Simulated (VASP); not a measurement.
# Mo (P6_3/mmc) in VASP: further runs, part 2 of 2

VASP 6.6.1. The steps go on from the part before.

## (5) Single point, PBE

This run uses another cell than the first one, of 16.08 Å³/atom.

File INCAR:

```
SYSTEM = Mo
PREC = Accurate
ENCUT = 520
EDIFF = 1E-6
ISMEAR = -1
SIGMA = 0.1
LREAL = .False.
LASPH = .True.
NELM = 80
ALGO = Normal
ISIF = 2
LWAVE = .False.
LCHARG = .False.
GGA = PE
NBANDS = 36
```

File KPOINTS:

```
Automatic mesh
0
Gamma
  17 17 5
  0 0 0
```

File POSCAR:

```
Mo
1.0
    2.7739503248      0.0000000000      0.0000000000
   -1.3869751624      2.4023114501      0.0000000000
    0.0000000000      0.0000000000      9.6516015185
Mo
4
Direct
    0.0000000000      1.0000000000      0.0000000000
    0.0000000000      0.0000000000      0.5000000000
    0.3333333333      0.6666666667      0.2500000000
    0.6666666667      0.3333333333      0.7500000000
```

Potentials or basis: VASP PAW PBE potentials, release 64 (Mo_sv).

The run is started by

```sh
> cat potpaw_PBE.64/Mo_sv/POTCAR > POTCAR
> mpirun -np 1 vasp_std > vasp.out
```

OUTCAR:

```text
SYSTEM = Mo
   PREC = Accurate
   ENCUT = 520
   EDIFF = 1E-6
   ISMEAR = -1
   LREAL = .False.
   LASPH = .True.
   NELM = 80
   ISIF = 2
   GGA = PE

 ion  position               nearest neighbor table
   1  0.000  0.000  0.000-   3 2.90   4 2.90   3 2.90   4 2.90   4 2.90   3 2.90
   2  0.000  0.000  0.500-   3 2.90   4 2.90   3 2.90   4 2.90   4 2.90   3 2.90
   3  0.333  0.667  0.250-   1 2.90   2 2.90   1 2.90   2 2.90   1 2.90   2 2.90
   4  0.667  0.333  0.750-   1 2.90   2 2.90   1 2.90   2 2.90   1 2.90   2 2.90

  LATTYP: Found a hexagonal cell.
 ALAT       =     2.7739503248
 C/A-ratio  =     3.4793707127

  Lattice vectors:

 A1 = (   2.7739503248,   0.0000000000,   0.0000000000)
 A2 = (  -1.3869751624,   2.4023114501,   0.0000000000)
 A3 = (   0.0000000000,   0.0000000000,   9.6516015185)

Analysis of symmetry for initial positions (statically):
=====================================================================
 Subroutine PRICEL returns:
 Original cell was already a primitive cell.

 Routine SETGRP: Setting up the symmetry group for a
 hexagonal supercell.

 Subroutine GETGRP returns: Found 24 space group operations
 (whereof 12 operations were pure point group operations)
 out of a pool of 24 trial point group operations.

The static configuration has the point symmetry D_3d.
 The point group associated with its full space group is D_6h.

Analysis of symmetry for dynamics (positions and initial velocities):
=====================================================================
 Subroutine PRICEL returns:
 Original cell was already a primitive cell.

 Routine SETGRP: Setting up the symmetry group for a
 hexagonal supercell.

 Subroutine GETGRP returns: Found 24 space group operations
 (whereof 12 operations were pure point group operations)
 out of a pool of 24 trial point group operations.

The dynamic configuration has the point symmetry D_3d.
 The point group associated with its full space group is D_6h.

 Subroutine INISYM returns: Found 24 space group operations
 (whereof 12 operations are pure point group operations),
 and found     1 'primitive' translations

----------------------------------------------------------------------------------------

                                     Primitive cell

  volume of cell :      64.3172

  direct lattice vectors                    reciprocal lattice vectors
     2.773950325  0.000000000  0.000000000     0.360496722  0.208132880  0.000000000
    -1.386975162  2.402311450  0.000000000     0.000000000  0.416265759  0.000000000
     0.000000000  0.000000000  9.651601518     0.000000000  0.000000000  0.103609748

  length of vectors
     2.773950325  2.773950325  9.651601518     0.416265759  0.416265759  0.103609748

  position of ions in fractional coordinates (direct lattice)
     0.000000000  0.000000000  0.000000000
     0.000000000  0.000000000  0.500000000
     0.333333333  0.666666667  0.250000000
     0.666666667  0.333333333  0.750000000

  ion indices of the primitive-cell ions
   primitive index   ion index
                 1           1
                 2           2
                 3           3
                 4           4

----------------------------------------------------------------------------------------

 KPOINTS: Automatic mesh

Automatic generation of k-mesh.
 Grid dimensions read from file:
 generate k-points for:   17   17    5

 Generating k-lattice:

  Cartesian coordinates                     Fractional coordinates (reciprocal lattice)
     0.021205690  0.012243111  0.000000000     0.058823529 -0.000000000  0.000000000
     0.000000000  0.024486221  0.000000000     0.000000000  0.058823529  0.000000000
     0.000000000  0.000000000  0.020721950     0.000000000  0.000000000  0.200000000

  Length of vectors
     0.024486221  0.024486221  0.020721950

  Shift w.r.t. Gamma in fractional coordinates (k-lattice)
     0.000000000  0.000000000  0.000000000

 Subroutine IBZKPT returns following result:
 ===========================================

 Found     99 irreducible k-points:

 Following reciprocal coordinates:
            Coordinates               Weight
  0.000000  0.000000  0.000000      1.000000
  0.058824  0.000000  0.000000      6.000000
  0.117647  0.000000  0.000000      6.000000
  0.176471  0.000000  0.000000      6.000000
  0.235294  0.000000  0.000000      6.000000
  0.294118  0.000000  0.000000      6.000000
[... 16 lines left out ...]
  0.411765  0.117647  0.000000     12.000000
  0.176471  0.176471  0.000000      6.000000
 [... further k-points ...]
   k-points           NKPTS =     99   k-points in BZ     NKDIM =     99   number of bands    NBANDS=     36
   number of dos      NEDOS =    301   number of ions     NIONS =      4
   total plane-waves  NPLWV =  41472
   dimension x,y,z NGX =    24 NGY =   24 NGZ =   72
   dimension x,y,z NGXF=    48 NGYF=   48 NGZF=  144
   ions per type =               4
   NGX,Y,Z   is equivalent  to a cutoff of  14.38, 14.38, 12.40 a.u.
   NGXF,Y,Z  is equivalent  to a cutoff of  28.77, 28.77, 24.80 a.u.
 SYSTEM =  Mo
   PREC   = accura    normal or accurate (medium, high low for compatibility)
   ISTART =      0    job   : 0-new  1-cont  2-samecut
   ICHARG =      2    charge: 1-file 2-atom 10-const
   ISPIN  =      1    spin polarized calculation?
   LNONCOLLINEAR =      F non collinear calculations
   LSORBIT =      F    spin-orbit coupling
   LASPH  =      T    aspherical Exc in radial PAW
   ENCUT  =  520.0 eV  38.22 Ry    6.18 a.u.   5.16  5.16 17.95*2*pi/ulx,y,z
   NELM   =     80;   NELMIN=  2; NELMDL= -5     # of ELM steps
   EDIFF  = 0.1E-05   stopping-criterion for ELM
   LREAL  =      F    real-space projection
   EDIFFG = 0.1E-04   stopping-criterion for IOM
   NSW    =      0    number of steps for IOM
   IBRION =     -1    ionic relax: 0-MD 1-quasi-New 2-CG
   NFREE  =      0    steps in history (QN), initial steepest desc. (CG)
   ISIF   =      2    stress and relaxation
   ISYM   =      2    0-nonsym 1-usesym 2-fastsym
   POTIM  = 0.5000    time-step for ionic-motion
   TEBEG  =    0.0;   TEEND  =   0.0 temperature during run
   PSTRESS=    0.0 pullay stress
   NELECT =      56.0000    total number of electrons
   NUPDOWN=      -1.0000    fix difference up-down
   EMIN   =  10.00;   EMAX   =-10.00  energy-range for DOS
   EFERMI =   0.00;   METHOD = LEGACY
   ISMEAR =    -1;   SIGMA  =   0.10  broadening in eV -4-tet -1-fermi 0-gaus
   EFERMI_NEDOS =   21; number of points for ismear=-14 and -15
   IALGO  =     38    algorithm
   IMIX   =      4    mixing-type and parameters
     AMIX     =   0.40;   BMIX     =  1.00
     AMIX_MAG =   1.60;   BMIX_MAG =  1.00
  volume/ion in A,a.u.               =      16.08       108.51
  Fermi-wavevector in a.u.,A,eV,Ry     =   1.563250  2.954114 33.249236  2.443750
  Thomas-Fermi vector in A             =   2.666049
   LORBIT       =      0    0 simple, 1 ext, 2 COOP (PROOUT), +10 PAW based schemes
   GGA     = PE    functional components
[... 5 lines left out ...]
 non-spin polarized calculation
  energy-cutoff  :      520.00
  volume of cell :       64.32
 maximum number of plane-waves:      1745
 NGX is ok and might be reduce to    24
   NGX = 11   NGY = 11   NGZ = 35

 number of electron      56.0000003 magnetization

 Free energy of the ion-electron system (eV)
  ---------------------------------------------------
  ext. energy  EPLUGINS =         0.00000000
  ---------------------------------------------------
  free energy    TOTEN  =       -42.13368627 eV

  energy without entropy =      -41.95681644  energy(sigma->0) =      -42.04525136

 E-fermi :  11.8179     XC(G=0): -13.2111

 val. band max:       11.8163098690   @ k =   0.1176   0.0588   0.0000
 cond. band min:      11.8207249050   @ k =   0.4118   0.1765   0.2000
 fundamental gap:      0.0044150360
 Fermi energy:        11.8179394133

 k-point     1 :       0.0000    0.0000    0.0000
  band No.  band energies     occupation
      1     -48.9976      2.00000
      2     -48.9220      2.00000
      3     -48.9021      2.00000
      4     -48.8251      2.00000
      5     -23.5793      2.00000
      6     -23.0461      2.00000
[... 28 lines left out ...]
     35      14.0813      0.00000
     36      14.0813      0.00000
[... 866 lines left out ...]
      6     -23.2416      2.00000
[... 28 lines left out ...]
     35      14.7699      0.00000
     36      15.2894      0.00000

 [... further k-points ...]

------------------------ aborting loop because EDIFF is reached ----------------------------------------

  FORCE on cell =-STRESS in cart. coord.  units (eV):
  Direction    XX          YY          ZZ          XY          YZ          ZX
  --------------------------------------------------------------------------------------
  -------------------------------------------------------------------------------------
  Total        0.2112481      0.2112481      0.1930482      0.0000000      0.0000000     -0.0000000
  in kB        5.2623048      5.2623048      4.8089365      0.0000000      0.0000000     -0.0000000
  external PRESSURE =       5.1111820 kB  Pullay stress =       0.0000000 kB

 VOLUME and BASIS-vectors are now :
 -----------------------------------------------------------------------------
  energy-cutoff  :      520.00
  volume of cell :       64.32
      direct lattice vectors                 reciprocal lattice vectors
     2.773950325  0.000000000  0.000000000     0.360496722  0.208132880  0.000000000
    -1.386975162  2.402311450  0.000000000     0.000000000  0.416265759  0.000000000
     0.000000000  0.000000000  9.651601518     0.000000000  0.000000000  0.103609748

 POSITION                                       TOTAL-FORCE (eV/Angst)
 -----------------------------------------------------------------------------------
      0.00000      0.00000      0.00000        -0.000000      0.000000      0.000000
      0.00000      0.00000      4.82580        -0.000000      0.000000      0.000000
     -0.00000      1.60154      2.41290         0.000000     -0.000000      0.000000
      1.38698      0.80077      7.23870         0.000000      0.000000     -0.000000
 -----------------------------------------------------------------------------------
    total drift:                               -0.000000      0.000000      0.000000

  FREE ENERGIE OF THE ION-ELECTRON SYSTEM (eV)
  ---------------------------------------------------
  free  energy   TOTEN  =       -42.1336862696 eV

  energy  without entropy=      -41.9568164415  energy(sigma->0) =      -42.04525136
```

stdout:

```text
POSCAR found type information on POSCAR Mo
 POSCAR found :  1 types and       4 ions
 scaLAPACK will be used
 LDA part: xc-table for (Slater+PW92), standard interpolation
 POSCAR, INCAR and KPOINTS ok, starting setup
 FFT: planning ... GRIDC
 FFT: planning ... GRID_SOFT
 FFT: planning ... GRID
 WAVECAR not read
 entering main loop
```

Run time: 80 s. Hardware: 1 thread of Intel Xeon 6975P-C (Granite Rapids), shared host; peak memory 0.3 GiB.

What came out:

* Free energy: -42.1337 eV
* Pressure: 0.5 GPa
* Band gap on the k mesh: zero (bands 28 and 29 overlap by 1.73 eV)

## (6) The runs side by side

```csv
cell,k mesh,gap on the mesh (eV),pressure (GPa)
"a = 2.810, b = 2.810, c = 9.779 Å, angles 90.0, 90.0, 120.0°, 4 atoms",15 × 15 × 4,none,-8.2
"a = 2.846, b = 2.846, c = 9.902 Å, angles 90.0, 90.0, 120.0°, 4 atoms",15 × 15 × 4,none,-15.3
"a = 2.881, b = 2.881, c = 10.023 Å, angles 90.0, 90.0, 120.0°, 4 atoms",15 × 15 × 4,none,-21.0
"a = 2.774, b = 2.774, c = 9.652 Å, angles 90.0, 90.0, 120.0°, 4 atoms",17 × 17 × 5,none,0.5
```

Alike in all rows: task single point; level PBE; potentials or basis VASP PAW PBE potentials, release 64 (Mo_sv); no spin polarisation; cutoff (eV) 520; smearing fermi-dirac 0.1 eV.

Caveats: the cell stands under tension (at least some runs).

Total energies depend on the potentials used, so only differences within one code and one set of settings carry meaning.
